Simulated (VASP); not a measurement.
# BN (P1) in VASP: further runs

Runs on BN. Level: PBE. Tasks: single point.

All numbers are computed with VASP 6.6.1; they aren't measurements. Logs are shortened: lines on timing, memory, paths and dates and some standing lists are left out, and cuts for length are marked.

### Step 1. The cell of the first run

The typed cell holds 4 atoms: a = 2.555 Å, b = 2.555 Å, c = 4.225 Å, α = 90.00°, β = 90.00°, γ = 120.00°.

### Step 2. Single point, PBE (atom 1 (B) moved +0.050 Å along Cartesian [1 1 0])

INCAR

```
PREC     = Accurate       # precision mode
ENCUT    = 520            # plane-wave cutoff, eV
EDIFF    = 1E-6           # SCF threshold, eV
ISMEAR   = 0              # smearing method
SIGMA    = 0.05           # smearing width, eV
LREAL    = F              # projectors in reciprocal space
LASPH    = T              # aspherical terms in the spheres
NELM     = 60             # most SCF steps
ALGO     = Normal         # electronic algorithm
ISIF     = 2              # what is computed and relaxed
LWAVE    = F              # write WAVECAR
LCHARG   = F              # write CHGCAR
GGA      = PE             # functional
NBANDS   = 16             # bands
```

KPOINTS

```
Automatic mesh
0
Gamma
  12 12 6
```

POSCAR

```
BN
1.0
    2.5545800962      0.0000000000      0.0000000000
   -1.2772900481      2.2123312593      0.0000000000
    0.0000000000      0.0000000000      4.2245145363
B N
2 2
Direct
    0.6884971638      0.3493143664      0.9998058548
    0.3333333333      0.6666666667      0.4998058548
    0.6666666667      0.3333333333      0.6251941452
    0.3333333333      0.6666666667      0.1251941452
```

Potentials or basis: VASP PAW PBE potentials, release 64 (B, N).

On the command line:

```sh
cat potpaw_PBE.64/B/POTCAR potpaw_PBE.64/N/POTCAR > POTCAR
mpirun -np 1 vasp_std > vasp.out
```

OUTCAR:

```text
PREC = Accurate
   ENCUT = 520
   EDIFF = 1E-6
   ISMEAR = 0
   LREAL = F
   LASPH = T
   NELM = 60
   ISIF = 2
   GGA = PE

 ion  position               nearest neighbor table
   1  0.688  0.349  1.000-   4 1.52   4 1.58   3 1.58   4 1.60
   2  0.333  0.667  0.500-   3 1.57   3 1.57   3 1.57   4 1.58
   3  0.667  0.333  0.625-   2 1.57   2 1.57   2 1.57   1 1.58
   4  0.333  0.667  0.125-   1 1.52   1 1.58   2 1.58   1 1.60

  LATTYP: Found a hexagonal cell.
 ALAT       =     2.5545800962
 C/A-ratio  =     1.6537021261

  Lattice vectors:

 A1 = (   2.5545800962,   0.0000000000,   0.0000000000)
 A2 = (  -1.2772900481,   2.2123312593,   0.0000000000)
 A3 = (   0.0000000000,   0.0000000000,   4.2245145363)

Analysis of symmetry for initial positions (statically):
=====================================================================
 Subroutine PRICEL returns:
 Original cell was already a primitive cell.

 Routine SETGRP: Setting up the symmetry group for a
 hexagonal supercell.

 Subroutine GETGRP returns: Found  1 space group operations
 (whereof  1 operations were pure point group operations)
 out of a pool of 24 trial point group operations.

The static configuration has the point symmetry C_1 .

Analysis of symmetry for dynamics (positions and initial velocities):
=====================================================================
 Subroutine PRICEL returns:
 Original cell was already a primitive cell.

 Routine SETGRP: Setting up the symmetry group for a
 hexagonal supercell.

 Subroutine GETGRP returns: Found  1 space group operations
 (whereof  1 operations were pure point group operations)
 out of a pool of 24 trial point group operations.

The dynamic configuration has the point symmetry C_1 .

 Subroutine INISYM returns: Found  1 space group operations
 (whereof  1 operations are pure point group operations),
 and found     1 'primitive' translations

----------------------------------------------------------------------------------------

                                     Primitive cell

  volume of cell :      23.8752

  direct lattice vectors                    reciprocal lattice vectors
     2.554580096  0.000000000  0.000000000     0.391453766  0.226005937  0.000000000
    -1.277290048  2.212331259  0.000000000     0.000000000  0.452011875  0.000000000
     0.000000000  0.000000000  4.224514536     0.000000000  0.000000000  0.236713590

  length of vectors
     2.554580096  2.554580096  4.224514536     0.452011875  0.452011875  0.236713590

  position of ions in fractional coordinates (direct lattice)
     0.688497164  0.349314366  0.999805855
     0.333333333  0.666666667  0.499805855
     0.666666667  0.333333333  0.625194145
     0.333333333  0.666666667  0.125194145

  ion indices of the primitive-cell ions
   primitive index   ion index
                 1           1
                 2           2
                 3           3
                 4           4

----------------------------------------------------------------------------------------

 KPOINTS: Automatic mesh

Automatic generation of k-mesh.
 Grid dimensions read from file:
 generate k-points for:   12   12    6

 Generating k-lattice:

  Cartesian coordinates                     Fractional coordinates (reciprocal lattice)
     0.032621147  0.018833828  0.000000000     0.083333333 -0.000000000  0.000000000
     0.000000000  0.037667656  0.000000000     0.000000000  0.083333333  0.000000000
     0.000000000  0.000000000  0.039452265     0.000000000  0.000000000  0.166666667

  Length of vectors
     0.037667656  0.037667656  0.039452265

  Shift w.r.t. Gamma in fractional coordinates (k-lattice)
     0.000000000  0.000000000  0.000000000

 Subroutine IBZKPT returns following result:
 ===========================================

 Found    436 irreducible k-points:

 Following reciprocal coordinates:
            Coordinates               Weight
  0.000000  0.000000  0.000000      1.000000
  0.083333  0.000000  0.000000      2.000000
  0.000000  0.083333  0.000000      2.000000
 -0.083333  0.083333  0.000000      2.000000
  0.166667 -0.000000  0.000000      2.000000
  0.000000  0.166667  0.000000      2.000000
[... 16 lines left out ...]
  0.166667  0.083333  0.000000      2.000000
 -0.083333  0.250000  0.000000      2.000000
 [... further k-points ...]
   k-points           NKPTS =    436   k-points in BZ     NKDIM =    436   number of bands    NBANDS=     16
   number of dos      NEDOS =    301   number of ions     NIONS =      4
   total plane-waves  NPLWV =  12800
   dimension x,y,z NGX =    20 NGY =   20 NGZ =   32
   dimension x,y,z NGXF=    40 NGYF=   40 NGZF=   64
   ions per type =               2   2
   NGX,Y,Z   is equivalent  to a cutoff of  13.02, 13.02, 12.59 a.u.
   NGXF,Y,Z  is equivalent  to a cutoff of  26.03, 26.03, 25.19 a.u.
 SYSTEM =  unknown system
   PREC   = accura    normal or accurate (medium, high low for compatibility)
   ISTART =      0    job   : 0-new  1-cont  2-samecut
   ICHARG =      2    charge: 1-file 2-atom 10-const
   ISPIN  =      1    spin polarized calculation?
   LNONCOLLINEAR =      F non collinear calculations
   LSORBIT =      F    spin-orbit coupling
   LASPH  =      T    aspherical Exc in radial PAW
   ENCUT  =  520.0 eV  38.22 Ry    6.18 a.u.   4.75  4.75  7.85*2*pi/ulx,y,z
   NELM   =     60;   NELMIN=  2; NELMDL= -5     # of ELM steps
   EDIFF  = 0.1E-05   stopping-criterion for ELM
   LREAL  =      F    real-space projection
   EDIFFG = 0.1E-04   stopping-criterion for IOM
   NSW    =      0    number of steps for IOM
   IBRION =     -1    ionic relax: 0-MD 1-quasi-New 2-CG
   NFREE  =      0    steps in history (QN), initial steepest desc. (CG)
   ISIF   =      2    stress and relaxation
   ISYM   =      2    0-nonsym 1-usesym 2-fastsym
   POTIM  = 0.5000    time-step for ionic-motion
   TEBEG  =    0.0;   TEEND  =   0.0 temperature during run
   PSTRESS=    0.0 pullay stress
   NELECT =      16.0000    total number of electrons
   NUPDOWN=      -1.0000    fix difference up-down
   EMIN   =  10.00;   EMAX   =-10.00  energy-range for DOS
   EFERMI =   0.00;   METHOD = LEGACY
   ISMEAR =     0;   SIGMA  =   0.05  broadening in eV -4-tet -1-fermi 0-gaus
   EFERMI_NEDOS =   21; number of points for ismear=-14 and -15
   IALGO  =     38    algorithm
   IMIX   =      4    mixing-type and parameters
     AMIX     =   0.40;   BMIX     =  1.00
     AMIX_MAG =   1.60;   BMIX_MAG =  1.00
  volume/ion in A,a.u.               =       5.97        40.28
  Fermi-wavevector in a.u.,A,eV,Ry     =   1.432625  2.707270 27.924811  2.052416
  Thomas-Fermi vector in A             =   2.552232
   LORBIT       =      0    0 simple, 1 ext, 2 COOP (PROOUT), +10 PAW based schemes
   GGA     = PE    functional components
   LHFCALC =     F    Hartree Fock is set to
   AEXX    =    0.0000 exact exchange contribution
   IVDW    =     0    specifies the selected vdW correction
   LEPSILON=     F    determine dielectric tensor
   LRPA    =     F    only Hartree local field effects (RPA)
 non-spin polarized calculation
 Gauss-broadening in eV      SIGMA  =   0.05
  energy-cutoff  :      520.00
  volume of cell :       23.88
 maximum number of plane-waves:       660
   NGX =  9   NGY =  9   NGZ = 15

 number of electron      16.0000000 magnetization

 Free energy of the ion-electron system (eV)
  ---------------------------------------------------
  ext. energy  EPLUGINS =         0.00000000
  ---------------------------------------------------
  free energy    TOTEN  =       -34.80105724 eV

  energy without entropy =      -34.80105724  energy(sigma->0) =      -34.80105724

 E-fermi :   7.8670     XC(G=0): -12.7612

 val. band max:        7.6227902243   @ k =   0.0000   0.0000   0.0000
 cond. band min:      12.6286462380   @ k =   0.3333   0.3333   0.0000
 fundamental gap:      5.0058560137
 Fermi energy:         7.8670305261

 k-point     1 :       0.0000    0.0000    0.0000
  band No.  band energies     occupation
      1     -12.8584      2.00000
      2      -8.7532      2.00000
      3      -3.3907      2.00000
      4       5.1131      2.00000
      5       5.5066      2.00000
      6       7.0875      2.00000
[... 8 lines left out ...]
     15      19.6184      0.00000
     16      23.5096      0.00000

 k-point     2 :       0.0833    0.0000    0.0000
  band No.  band energies     occupation
      1     -12.7087      2.00000
      2      -8.6389      2.00000
      3      -3.2418      2.00000
      4       4.4556      2.00000
      5       5.2085      2.00000
      6       6.6704      2.00000
[... 8 lines left out ...]
     15      19.7061      0.00000
     16      23.2733      0.00000

 k-point     3 :       0.0000    0.0833    0.0000
  band No.  band energies     occupation
      1     -12.7083      2.00000
      2      -8.6385      2.00000
      3      -3.2420      2.00000
      4       4.6754      2.00000
      5       4.9757      2.00000
      6       6.8447      2.00000
[... 8 lines left out ...]
     15      20.0032      0.00000
     16      23.2955      0.00000

 k-point     4 :      -0.0833    0.0833    0.0000
  band No.  band energies     occupation
      1     -12.7084      2.00000
      2      -8.6386      2.00000
      3      -3.2419      2.00000
      4       4.5892      2.00000
      5       5.0650      2.00000
      6       6.8046      2.00000
[... 8 lines left out ...]
     15      19.9600      0.00000
     16      23.2896      0.00000

 k-point     5 :       0.1667   -0.0000    0.0000
  band No.  band energies     occupation
      1     -12.2646      2.00000
      2      -8.3119      2.00000
      3      -2.8010      2.00000
      4       2.8549      2.00000
      5       4.5217      2.00000
      6       5.3089      2.00000
[... 8 lines left out ...]
     15      20.6071      0.00000
     16      22.6299      0.00000

 k-point     6 :       0.0000    0.1667    0.0000
  band No.  band energies     occupation
      1     -12.2631      2.00000
      2      -8.3102      2.00000
      3      -2.8021      2.00000
      4       3.0578      2.00000
      5       4.2776      2.00000
      6       5.5448      2.00000
[... 8 lines left out ...]
     15      21.0774      0.00000
     16      22.6649      0.00000
[... 267 lines left out ...]
 k-point    21 :      -0.0833    0.1667    0.0000
  band No.  band energies     occupation
      1     -12.4105      2.00000
      2      -8.4165      2.00000
      3      -2.9476      2.00000
      4       3.7514      2.00000
      5       4.2160      2.00000
      6       6.1793      2.00000
[... 8 lines left out ...]
     15      20.9178      0.00000
     16      22.9452      0.00000

 k-point    22 :      -0.1667    0.0833    0.0000
  band No.  band energies     occupation
      1     -12.4116      2.00000
      2      -8.4177      2.00000
      3      -2.9471      2.00000
      4       3.4722      2.00000
      5       4.4859      2.00000
      6       5.9109      2.00000
[... 8 lines left out ...]
     15      20.5931      0.00000
     16      22.8818      0.00000

 k-point    23 :       0.1667    0.0833    0.0000
  band No.  band energies     occupation
      1     -11.8279      2.00000
      2      -8.0114      2.00000
      3      -2.3696      2.00000
      4       1.8732      2.00000
      5       3.4155      2.00000
      6       4.6491      2.00000
[... 8 lines left out ...]
     15      21.9360      0.00000
     16      22.6561      0.00000

 k-point    24 :      -0.0833    0.2500    0.0000
  band No.  band energies     occupation
      1     -11.8258      2.00000
      2      -8.0085      2.00000
      3      -2.3718      2.00000
      4       2.0679      2.00000
      5       3.2583      2.00000
      6       4.8252      2.00000
[... 8 lines left out ...]
     15      22.1306      0.00000
     16      22.6922      0.00000

 [... further k-points ...]
[... 5 lines left out ...]
  --------------------------------------------------------------------------------------
  -------------------------------------------------------------------------------------
  Total        0.1827547      0.0345243      0.0543002      0.1066336      0.0837011      0.1189053
  in kB       12.2640134      2.3168040      3.6438904      7.1557979      5.6168831      7.9793103
  external PRESSURE =       6.0749026 kB  Pullay stress =       0.0000000 kB

 VOLUME and BASIS-vectors are now :
 -----------------------------------------------------------------------------
  energy-cutoff  :      520.00
  volume of cell :       23.88
      direct lattice vectors                 reciprocal lattice vectors
     2.554580096  0.000000000  0.000000000     0.391453766  0.226005937  0.000000000
    -1.277290048  2.212331259  0.000000000     0.000000000  0.452011875  0.000000000
     0.000000000  0.000000000  4.224514536     0.000000000  0.000000000  0.236713590

 POSITION                                       TOTAL-FORCE (eV/Angst)
 -----------------------------------------------------------------------------------
      1.31265      0.77280      4.22369        -0.953250     -0.867257     -0.066584
     -0.00000      1.47489      2.11144         0.005886      0.005196     -0.004843
      1.27729      0.73744      2.64114         0.169162      0.169462      0.006297
     -0.00000      1.47489      0.52888         0.778202      0.692599      0.065129
 -----------------------------------------------------------------------------------
    total drift:                                0.000060      0.000051      0.000174

  FREE ENERGIE OF THE ION-ELECTRON SYSTEM (eV)
  ---------------------------------------------------
  free  energy   TOTEN  =       -34.8010572399 eV

  energy  without entropy=      -34.8010572399  energy(sigma->0) =      -34.80105724
```

Run time: 89 s. Hardware: 1 thread of Intel Xeon 6975P-C, shared host; peak memory 0.24 GiB.

What came out:

```
Free energy            : -34.8011 eV
Pressure               : 0.6 GPa
Largest force          : 1.290 eV/Å
Band gap on the k mesh : 5.01 eV, indirect (least direct gap 7.90 eV)
```

Forces in eV/Å, atoms in the order of the input:
```
B   -0.953 -0.867 -0.067
B    0.006  0.005 -0.005
N    0.169  0.169  0.006
N    0.778  0.693  0.065
```

Caveat: the cell differs from its parent crystal (atom 1 (B) moved +0.050 Å along Cartesian [1 1 0]); forces of over 1 eV/Å act on the atoms, so gaps and moduli don't describe the material at rest.

### Step 3. Single point, PBE (atom 1 (B) moved -0.100 Å along Cartesian [1 1 0])

INCAR

```
SYSTEM = BN
PREC = Accurate
ENCUT = 520
EDIFF = 1E-6
ISMEAR = 0
SIGMA = 0.05
LREAL = .FALSE.
LASPH = .TRUE.
NELM = 100
ALGO = Normal
ISIF = 2
LWAVE = .FALSE.
LCHARG = .FALSE.
GGA = PE
NBANDS = 16
```

KPOINTS

```
regular mesh
0
G
  12 12 6
  0 0 0
```

POSCAR, as its differences from that of step 2:

```diff
@@ -8,3 +8,3 @@
 Direct
-    0.6884971638      0.3493143664      0.9998058548
+    0.6230056723      0.3013712672      0.9998058548
     0.3333333333      0.6666666667      0.4998058548
```

Potentials or basis: VASP PAW PBE potentials, release 64 (B, N).

On the command line:

```sh
cat potpaw_PBE.64/B/POTCAR potpaw_PBE.64/N/POTCAR > POTCAR
mpirun -np 1 vasp_std > vasp.out
```

Wall time 73 s (1 thread of Intel Xeon Platinum 8488C (Sapphire Rapids), shared host); peak memory 0.24 GiB.

It converged, with:

| Quantity | Value |
| --- | --- |
| Free energy | -34.7183 eV |
| Pressure | 1.6 GPa |
| Largest force | 2.232 eV/Å |
| Band gap on the k mesh | 4.71 eV, indirect (least direct gap 7.31 eV) |

Forces in eV/Å, atoms in the order of the input:
```
B    1.387  1.732 -0.237
B   -0.008 -0.010 -0.016
N   -0.340 -0.339  0.024
N   -1.040 -1.383  0.230
```

Stress tensor (GPa, compression positive):
```
 1.00 -0.17 -0.17
-0.17  3.06 -1.12
-0.17 -1.12  0.72
```

Levels at points of the mesh, in eV from the valence-band top:
```
           k point  band 5  band 6  band 7  band 8  band 9  band 10  band 11  band 12
(0.00, 0.00, 0.00)   -2.22   -0.86   -0.68    0.00    7.31     8.07     8.26     9.02
(0.50, 0.00, 0.00)   -7.34   -5.59   -4.61   -2.76    6.11     7.34    10.18    10.73
(0.00, 0.50, 0.00)   -7.27   -5.26   -4.95   -2.37    6.16     7.48    10.11    11.07
(0.50, 0.50, 0.00)   -7.31   -5.31   -4.86   -2.43    5.98     7.39    10.14    11.11
(0.00, 0.00, 0.50)   -2.38   -1.62   -1.62   -0.85    8.05     8.97     9.19     9.38
(0.50, 0.00, 0.50)   -4.61   -4.19   -3.97   -3.88    6.01     6.24     9.02     9.60
(0.00, 0.50, 0.50)   -4.29   -4.18   -4.02   -3.62    5.92     6.12     9.30     9.82
(0.50, 0.50, 0.50)   -4.46   -4.22   -3.97   -3.55    5.90     6.09     9.25     9.62
```

Caveat: the cell differs from its parent crystal (atom 1 (B) moved -0.100 Å along Cartesian [1 1 0]); forces of over 1 eV/Å act on the atoms, so gaps and moduli don't describe the material at rest. A k mesh can miss the band edges.

### Step 4. Single point, PBE (atom 1 (B) moved +0.100 Å along Cartesian [1 1 0])

INCAR

```
PREC     = Accurate       # precision mode
ENCUT    = 520            # plane-wave cutoff, eV
EDIFF    = 1E-7           # SCF threshold, eV
ISMEAR   = 0              # smearing method
SIGMA    = 0.05           # smearing width, eV
LREAL    = F              # projectors in reciprocal space
LASPH    = T              # aspherical terms in the spheres
NELM     = 80             # most SCF steps
ALGO     = Normal         # electronic algorithm
ISIF     = 2              # what is computed and relaxed
LWAVE    = F              # write WAVECAR
LCHARG   = F              # write CHGCAR
GGA      = PE             # functional
NBANDS   = 16             # bands
```

KPOINTS

```
Automatic mesh
0
Gamma
  12 12 6
```

POSCAR, as its differences from that of step 3:

```diff
@@ -8,3 +8,3 @@
 Direct
-    0.6230056723      0.3013712672      0.9998058548
+    0.7103276610      0.3652953995      0.9998058548
     0.3333333333      0.6666666667      0.4998058548
```

On the command line:

```sh
cat potpaw_PBE.64/B/POTCAR potpaw_PBE.64/N/POTCAR > POTCAR
mpirun -np 1 vasp_std > vasp.out
```

Wall time 78 s (1 thread of Intel Xeon Platinum 8488C (Sapphire Rapids), shared host); peak memory 0.24 GiB.

Results (log left out):

- Free energy: -34.7020 eV
- Pressure: 1.8 GPa
- Largest force: 2.721 eV/Å
- Band gap on the k mesh: 4.77 eV, indirect (least direct gap 7.44 eV)

Forces in eV/Å, atoms in the order of the input:
```
B   -2.079 -1.733 -0.273
B    0.013  0.011 -0.016
N    0.337  0.338  0.021
N    1.729  1.384  0.268
```

Stress tensor (GPa, compression positive):
```
3.37 1.93 2.09
1.93 1.23 1.13
2.09 1.13 0.87
```

Levels at points of the mesh, in eV from the valence-band top:
| k point | band 4 | band 5 | band 6 | band 7 | band 8 | band 9 | band 10 | band 11 | band 12 | band 13 |
| --- | --- | --- | --- | --- | --- | --- | --- | --- | --- | --- |
| (0.00, 0.00, 0.00) | -2.96 | -2.18 | -0.92 | -0.46 | 0.00 | 7.44 | 8.03 | 8.23 | 9.11 | 10.21 |
| (0.50, 0.00, 0.00) | -8.38 | -7.19 | -5.19 | -4.96 | -2.30 | 6.37 | 7.63 | 10.09 | 11.09 | 12.91 |
| (0.00, 0.50, 0.00) | -7.99 | -7.29 | -5.46 | -4.62 | -2.61 | 6.06 | 7.38 | 10.16 | 11.02 | 12.09 |
| (0.50, 0.50, 0.00) | -8.08 | -7.28 | -5.35 | -4.70 | -2.48 | 5.97 | 7.39 | 10.17 | 11.15 | 12.30 |
| (0.00, 0.00, 0.50) | -6.08 | -2.28 | -1.57 | -1.57 | -0.82 | 8.32 | 8.81 | 9.02 | 9.45 | 9.52 |
| (0.50, 0.00, 0.50) | -10.35 | -4.14 | -4.01 | -3.99 | -3.73 | 5.97 | 6.23 | 9.45 | 10.00 | 13.51 |
| (0.00, 0.50, 0.50) | -10.17 | -4.57 | -4.16 | -3.88 | -3.71 | 6.01 | 6.22 | 9.18 | 9.56 | 13.74 |
| (0.50, 0.50, 0.50) | -10.28 | -4.53 | -4.17 | -3.89 | -3.56 | 5.95 | 6.16 | 9.29 | 9.51 | 13.75 |

Caveat: the cell differs from its parent crystal (atom 1 (B) moved +0.100 Å along Cartesian [1 1 0]); forces of over 1 eV/Å act on the atoms, so gaps and moduli don't describe the material at rest.
